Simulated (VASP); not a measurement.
Here is a VASP 6.6.1 calculation.

Contents of INCAR:

```
PREC = Accurate ; ENCUT = 520
EDIFF = 1E-7 ; ISMEAR = -1
SIGMA = 0.05 ; LREAL = False
LASPH = True ; NELM = 60
ALGO = Normal ; ISIF = 2
LWAVE = False ; LCHARG = False
NBANDS = 18
```

File KPOINTS:

```
regular mesh
0
Gamma
  7 7 7
```

Contents of POSCAR:

```
TiAl3
1.0
    4.0077255254      0.0000000000      0.0000000000
    0.0000000000      4.0077255254      0.0000000000
    0.0000000000      0.0000000000      4.0077255254
Ti Al
1 3
Direct
    0.0000000000      0.0000000000      0.0000000000
    0.0000000000      0.5000000000      0.5000000000
    0.5000000000      0.0000000000      0.5000000000
    0.5000000000      0.5000000000      0.0000000000
```

Potentials or basis: VASP PAW LDA potentials, release 64 (Ti_sv, Al).

Launch:

```console
$ cat potpaw_LDA.64/Ti_sv/POTCAR potpaw_LDA.64/Al/POTCAR > POTCAR
$ mpirun -np 1 vasp_std > vasp.out
```

Q: Predict the pressure.

A: -7.3 GPa.
